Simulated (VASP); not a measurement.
# Yb (P6_3/mmc) in VASP: a series of runs

The runs below take Yb through single point, with PBEsol.

Everything below comes from runs of VASP 6.6.1. Logs are shortened: lines on timing, memory, paths and dates and some standing lists are left out, and cuts for length are marked.

### Step 1. The cell of the first run

It takes space group P6_3/mmc (No. 194, hexagonal). The conventional cell has a = 3.880 Å, b = 3.880 Å, c = 6.386 Å, α = 90.00°, β = 90.00°, γ = 120.00°. Within 5.1 Å of Yb (site symmetry -6m2) lie 12 Yb at 3.88 to 3.90 Å.

This isn't the form of Yb at room conditions, which is fcc.

### Step 2. Single point, PBEsol, collinear spin, ferromagnetic start

INCAR reads:

```
SYSTEM = Yb
ALGO = Normal
EDIFF = 1E-6
ENCUT = 520
GGA = PS
ISIF = 2
ISMEAR = -1
ISPIN = 2
LASPH = .True.
LCHARG = .True.
LELF = .True.
LMAXMIX = 6
LORBIT = 11
LREAL = .False.
LVHAR = .True.
LWAVE = .False.
MAGMOM = 0.5 0.5
NBANDS = 35
NELM = 150
NUPDOWN = 1.0
PREC = Accurate
SIGMA = 0.05
```

KPOINTS reads:

```
k-points
0
Gamma
  7 7 4
  0 0 0
```

POSCAR reads:

```
Yb
1.0
    3.8799000000      0.0000000000      0.0000000000
   -1.9399500000      3.3600919641      0.0000000000
    0.0000000000      0.0000000000      6.3859000000
Yb
2
Direct
    0.6666666667      0.3333333333      0.7500000000
    0.3333333333      0.6666666667      0.2500000000
```

Potentials or basis: VASP PAW PBE potentials, release 64 (Yb).

Started as:

```console
> cat potpaw_PBE.64/Yb/POTCAR > POTCAR
> mpirun -np 1 vasp_std > vasp.out
```

OUTCAR:

```text
SYSTEM = Yb
   EDIFF = 1E-6
   ENCUT = 520
   GGA = PS
   ISIF = 2
   ISMEAR = -1
   ISPIN = 2
   LASPH = .True.
   LORBIT = 11
   LREAL = .False.
   NELM = 150
   NUPDOWN = 1.0
   PREC = Accurate

 ion  position               nearest neighbor table
   1  0.667  0.333  0.750-
   2  0.333  0.667  0.250-

  LATTYP: Found a hexagonal cell.
 ALAT       =     3.8799000000
 C/A-ratio  =     1.6458929354

  Lattice vectors:

 A1 = (   3.8799000000,   0.0000000000,   0.0000000000)
 A2 = (  -1.9399500000,   3.3600919641,   0.0000000000)
 A3 = (   0.0000000000,   0.0000000000,   6.3859000000)

Analysis of symmetry for initial positions (statically):
=====================================================================
 Subroutine PRICEL returns:
 Original cell was already a primitive cell.

 Routine SETGRP: Setting up the symmetry group for a
 hexagonal supercell.

 Subroutine GETGRP returns: Found 24 space group operations
 (whereof 12 operations were pure point group operations)
 out of a pool of 24 trial point group operations.

The static configuration has the point symmetry D_3d.
 The point group associated with its full space group is D_6h.

Analysis of symmetry for dynamics (positions and initial velocities):
=====================================================================
 Subroutine PRICEL returns:
 Original cell was already a primitive cell.

 Routine SETGRP: Setting up the symmetry group for a
 hexagonal supercell.

 Subroutine GETGRP returns: Found 24 space group operations
 (whereof 12 operations were pure point group operations)
 out of a pool of 24 trial point group operations.

The dynamic configuration has the point symmetry D_3d.
 The point group associated with its full space group is D_6h.

Analysis of structural, dynamic, and magnetic symmetry:
=====================================================================
 Subroutine PRICEL returns:
 Original cell was already a primitive cell.

 Routine SETGRP: Setting up the symmetry group for a
 hexagonal supercell.

 Subroutine GETGRP returns: Found 24 space group operations
 (whereof 12 operations were pure point group operations)
 out of a pool of 24 trial point group operations.

The overall configuration has the point symmetry D_3d.
 The point group associated with its full space group is D_6h.

 Subroutine INISYM returns: Found 24 space group operations
 (whereof 12 operations are pure point group operations),
 and found     1 'primitive' translations

----------------------------------------------------------------------------------------

                                     Primitive cell

  volume of cell :      83.2518

  direct lattice vectors                    reciprocal lattice vectors
     3.879900000  0.000000000  0.000000000     0.257738602  0.148805451  0.000000000
    -1.939950000  3.360091964  0.000000000     0.000000000  0.297610902  0.000000000
     0.000000000  0.000000000  6.385900000     0.000000000  0.000000000  0.156594998

  length of vectors
     3.879900000  3.879900000  6.385900000     0.297610902  0.297610902  0.156594998

  position of ions in fractional coordinates (direct lattice)
     0.666666667  0.333333333  0.750000000
     0.333333333  0.666666667  0.250000000

  ion indices of the primitive-cell ions
   primitive index   ion index
                 1           1
                 2           2

----------------------------------------------------------------------------------------

 KPOINTS: k-points

Automatic generation of k-mesh.
 Grid dimensions read from file:
 generate k-points for:    7    7    4

 Generating k-lattice:

  Cartesian coordinates                     Fractional coordinates (reciprocal lattice)
     0.036819800  0.021257922  0.000000000     0.142857143 -0.000000000  0.000000000
     0.000000000  0.042515843  0.000000000     0.000000000  0.142857143  0.000000000
     0.000000000  0.000000000  0.039148750     0.000000000  0.000000000  0.250000000

  Length of vectors
     0.042515843  0.042515843  0.039148750

  Shift w.r.t. Gamma in fractional coordinates (k-lattice)
     0.000000000  0.000000000  0.000000000

 Subroutine IBZKPT returns following result:
 ===========================================

 Found     24 irreducible k-points:

 Following reciprocal coordinates:
            Coordinates               Weight
  0.000000  0.000000  0.000000      1.000000
  0.142857  0.000000  0.000000      6.000000
  0.285714  0.000000  0.000000      6.000000
  0.428571 -0.000000  0.000000      6.000000
  0.142857  0.142857  0.000000      6.000000
  0.285714  0.142857  0.000000     12.000000
[... 16 lines left out ...]
  0.428571  0.142857  0.500000      6.000000
  0.285714  0.285714  0.500000      6.000000
   k-points           NKPTS =     24   k-points in BZ     NKDIM =     24   number of bands    NBANDS=     35
   number of dos      NEDOS =    301   number of ions     NIONS =      2
   total plane-waves  NPLWV =  43200
   dimension x,y,z NGX =    30 NGY =   30 NGZ =   48
   dimension x,y,z NGXF=    60 NGYF=   60 NGZF=   96
   ions per type =               2
   NGX,Y,Z   is equivalent  to a cutoff of  12.85, 12.85, 12.50 a.u.
   NGXF,Y,Z  is equivalent  to a cutoff of  25.71, 25.71, 24.99 a.u.
 SYSTEM =  Yb
   PREC   = accura    normal or accurate (medium, high low for compatibility)
   ISTART =      0    job   : 0-new  1-cont  2-samecut
   ICHARG =      2    charge: 1-file 2-atom 10-const
   ISPIN  =      2    spin polarized calculation?
   LNONCOLLINEAR =      F non collinear calculations
   LSORBIT =      F    spin-orbit coupling
   LASPH  =      T    aspherical Exc in radial PAW
   ENCUT  =  520.0 eV  38.22 Ry    6.18 a.u.   7.21  7.21 11.87*2*pi/ulx,y,z
   NELM   =    150;   NELMIN=  2; NELMDL= -5     # of ELM steps
   EDIFF  = 0.1E-05   stopping-criterion for ELM
   LREAL  =      F    real-space projection
   EDIFFG = 0.1E-04   stopping-criterion for IOM
   NSW    =      0    number of steps for IOM
   IBRION =     -1    ionic relax: 0-MD 1-quasi-New 2-CG
   NFREE  =      0    steps in history (QN), initial steepest desc. (CG)
   ISIF   =      2    stress and relaxation
   ISYM   =      2    0-nonsym 1-usesym 2-fastsym
   POTIM  = 0.5000    time-step for ionic-motion
   TEBEG  =    0.0;   TEEND  =   0.0 temperature during run
   PSTRESS=    0.0 pullay stress
   NELECT =      48.0000    total number of electrons
   NUPDOWN=       1.0000    fix difference up-down
   EMIN   =  10.00;   EMAX   =-10.00  energy-range for DOS
   EFERMI =   0.00;   METHOD = LEGACY
   ISMEAR =    -1;   SIGMA  =   0.05  broadening in eV -4-tet -1-fermi 0-gaus
   EFERMI_NEDOS =   21; number of points for ismear=-14 and -15
   IALGO  =     38    algorithm
   IMIX   =      4    mixing-type and parameters
     AMIX     =   0.40;   BMIX     =  1.00
     AMIX_MAG =   1.60;   BMIX_MAG =  1.00
  volume/ion in A,a.u.               =      41.63       280.91
  Fermi-wavevector in a.u.,A,eV,Ry     =   1.362565  2.574875 25.260359  1.856584
  Thomas-Fermi vector in A             =   2.489044
   LORBIT       =     11    0 simple, 1 ext, 2 COOP (PROOUT), +10 PAW based schemes
   GGA     = PS    functional components
   LHFCALC =     F    Hartree Fock is set to
   AEXX    =    0.0000 exact exchange contribution
   IVDW    =     0    specifies the selected vdW correction
   LEPSILON=     F    determine dielectric tensor
   LRPA    =     F    only Hartree local field effects (RPA)
 spin polarized calculation
  energy-cutoff  :      520.00
  volume of cell :       83.25
 maximum number of plane-waves:      2254
 NGX is ok and might be reduce to    30
   NGX = 15   NGY = 15   NGZ = 23

 number of electron      48.0000033 magnetization       1.0000000

 Free energy of the ion-electron system (eV)
  ---------------------------------------------------
  ext. energy  EPLUGINS =         0.00000000
  ---------------------------------------------------
  free energy    TOTEN  =        -7.50578450 eV

  energy without entropy =       -7.42381409  energy(sigma->0) =       -7.46479930

 E-fermi :   0.7223     XC(G=0):  -8.9362

 val. band max:        1.1003948682   @ k =   0.4286  -0.0000   0.0000
 cond. band min:       0.7271136522   @ k =   0.2857   0.2857   0.5000
 fundamental gap:     -0.3732812160
 Fermi energy:         1.1166337898

 spin component 1

 k-point     1 :       0.0000    0.0000    0.0000
  band No.  band energies     occupation
      1     -51.0300      1.00000
      2     -51.0223      1.00000
      3     -23.4545      1.00000
      4     -23.2842      1.00000
      5     -23.2842      1.00000
      6     -23.2567      1.00000
[... 27 lines left out ...]
     34       6.2618      0.00000
     35       7.0105      0.00000
[... 842 lines left out ...]
      4     -23.4243      1.00000
      5     -23.3672      1.00000
      6     -23.3672      1.00000
[... 27 lines left out ...]
     34       6.9263      0.00000
     35       7.4179      0.00000
 Fermi energy:         0.7223135753

 spin component 2

 k-point     1 :       0.0000    0.0000    0.0000
  band No.  band energies     occupation
      1     -50.9356      1.00000
      2     -50.9280      1.00000
      3     -23.3523      1.00000
      4     -23.1911      1.00000
      5     -23.1911      1.00000
      6     -23.1642      1.00000
[... 27 lines left out ...]
     34       6.4431      0.00000
     35       7.1969      0.00000
[... 843 lines left out ...]
      5     -23.2726      1.00000
      6     -23.2726      1.00000
[... 27 lines left out ...]
     34       7.1021      0.00000
     35       7.5942      0.00000

------------------------ aborting loop because EDIFF is reached ----------------------------------------

  FORCE on cell =-STRESS in cart. coord.  units (eV):
  Direction    XX          YY          ZZ          XY          YZ          ZX
  --------------------------------------------------------------------------------------
  -------------------------------------------------------------------------------------
  Total       -1.8379274     -1.8379274     -1.8513782      0.0000000     -0.0000000      0.0000000
  in kB      -35.3708188    -35.3708188    -35.6296806      0.0000000     -0.0000000      0.0000000
  external PRESSURE =     -35.4571061 kB  Pullay stress =       0.0000000 kB

 VOLUME and BASIS-vectors are now :
 -----------------------------------------------------------------------------
  energy-cutoff  :      520.00
  volume of cell :       83.25
      direct lattice vectors                 reciprocal lattice vectors
     3.879900000  0.000000000  0.000000000     0.257738602  0.148805451  0.000000000
    -1.939950000  3.360091964  0.000000000     0.000000000  0.297610902  0.000000000
     0.000000000  0.000000000  6.385900000     0.000000000  0.000000000  0.156594998

 POSITION                                       TOTAL-FORCE (eV/Angst)
 -----------------------------------------------------------------------------------
      1.93995      1.12003      4.78943        -0.000000     -0.000000     -0.000000
     -0.00000      2.24006      1.59648         0.000000      0.000000      0.000000
 -----------------------------------------------------------------------------------
    total drift:                               -0.000000      0.000000     -0.000000

  FREE ENERGIE OF THE ION-ELECTRON SYSTEM (eV)
  ---------------------------------------------------
  free  energy   TOTEN  =        -7.5057845041 eV

  energy  without entropy=       -7.4238140865  energy(sigma->0) =       -7.46479930

 total charge

# of ion       s       p       d       f       tot
--------------------------------------------------
    1        2.212   5.974   0.220  13.613  22.020
    2        2.212   5.974   0.220  13.613  22.020
--------------------------------------------------
tot          4.425  11.949   0.440  27.226  44.040

 magnetization (x)

# of ion       s       p       d       f       tot
--------------------------------------------------
    1        0.002   0.030   0.070   0.137   0.240
    2        0.002   0.030   0.070   0.137   0.240
--------------------------------------------------
tot          0.005   0.061   0.140   0.275   0.481
```

Run time: 3.6 min. Hardware: 1 thread of Intel Xeon 6975P-C (Granite Rapids), shared host; peak memory 0.3 GiB.

Results:

```
Free energy                                           : -7.5058 eV
Pressure                                              : -3.5 GPa
Net moment                                            : 1.00 μB per cell
Site moments                                          : Yb +0.24 μB
Valence electrons inside the program's atomic spheres : Yb 22.02
```

Caveat: the cell stands under tension; the PAW data sets were made with another functional, which shifts forces and pressure a little; spin-orbit coupling is left out, which moves the levels of the heavy elements; the total moment is fixed, so each spin has its own Fermi level. The state reached can hang on the start; a lower one may exist.

### Step 3. Single point, PBEsol, collinear spin, ferromagnetic start

INCAR reads:

```
  ALGO = Normal
  EDIFF = 1E-6
  ENCUT = 520
  GGA = PS
  ISIF = 2
  ISMEAR = -1
  ISPIN = 2
  LASPH = True
  LCHARG = True
  LELF = True
  LMAXMIX = 6
  LORBIT = 11
  LREAL = False
  LVHAR = True
  LWAVE = False
  MAGMOM = 0.75 0.75
  NBANDS = 35
  NELM = 150
  NUPDOWN = 1.5
  PREC = Accurate
  SIGMA = 0.05
```

KPOINTS reads:

```
k-points
0
Gamma
  7 7 4
```

POSCAR is that of step 2.

Potentials or basis: VASP PAW PBE potentials, release 64 (Yb).

Started as:

```console
> cat potpaw_PBE.64/Yb/POTCAR > POTCAR
> mpirun -np 1 vasp_std > vasp.out
```

Run time: 4.4 min. Hardware: 1 thread of Intel Xeon 6975P-C (Granite Rapids), shared host; peak memory 0.31 GiB.

Results (log left out):

* Free energy: -7.3862 eV
* Pressure: -3.4 GPa
* Net moment: 1.50 μB per cell
* Site moments: Yb +0.35 μB
* Valence electrons inside the program's atomic spheres: Yb 22.01

Stress tensor (GPa, compression positive):
```
-3.17  0.00  0.00
 0.00 -3.17  0.00
 0.00  0.00 -3.95
```

Caveat: the cell stands under tension; the PAW data sets were made with another functional, which shifts forces and pressure a little; spin-orbit coupling is left out, which moves the levels of the heavy elements; the total moment is fixed, so each spin has its own Fermi level.

### Step 4. Single point, PBEsol, collinear spin, ferromagnetic start

INCAR reads:

```
  ALGO = Normal
  EDIFF = 1E-6
  ENCUT = 520
  GGA = PS
  ISIF = 2
  ISMEAR = -1
  ISPIN = 2
  LASPH = T
  LCHARG = F
  LMAXMIX = 6
  LORBIT = 11
  LREAL = F
  LWAVE = F
  MAGMOM = 1 1
  NBANDS = 35
  NELM = 150
  NUPDOWN = 2.0
  PREC = Accurate
  SIGMA = 0.05
```

KPOINTS is that of step 3.

POSCAR is that of step 3.

Started as:

```console
> cat potpaw_PBE.64/Yb/POTCAR > POTCAR
> mpirun -np 1 vasp_std > vasp.out
```

Run time: 2.3 min. Hardware: 1 thread of Intel Xeon 6975P-C (Granite Rapids), shared host; peak memory 0.3 GiB.

Results (log left out):

* Free energy: -7.2343 eV
* Pressure: -4.9 GPa
* Net moment: 2.00 μB per cell
* Site moments: Yb +0.45 μB
* Valence electrons inside the program's atomic spheres: Yb 22.00

Stress tensor (GPa, compression positive):
```
-4.50  0.00  0.00
 0.00 -4.50  0.00
 0.00  0.00 -5.72
```

Caveat: the cell stands under tension; the PAW data sets were made with another functional, which shifts forces and pressure a little; spin-orbit coupling is left out, which moves the levels of the heavy elements; the total moment is fixed, so each spin has its own Fermi level. The state reached can hang on the start; a lower one may exist.

### Step 5. Overview

```csv
fixed moment (μB),pressure (GPa),moment (μB)
1.0,-3.5,1.00
1.5,-3.4,1.50
2.0,-4.9,2.00
```

Alike in all rows: task single point; level PBEsol; potentials or basis VASP PAW PBE potentials, release 64 (Yb); spin collinear, ferromagnetic start; cell as given; k mesh 7 × 7 × 4; cutoff (eV) 520; smearing fermi-dirac 0.05 eV.

Caveats: the cell stands under tension; the PAW data sets were made with another functional, which shifts forces and pressure a little; spin-orbit coupling is left out, which moves the levels of the heavy elements; the total moment is fixed, so each spin has its own Fermi level.

Absolute energies hang on the potentials; compare differences alone.
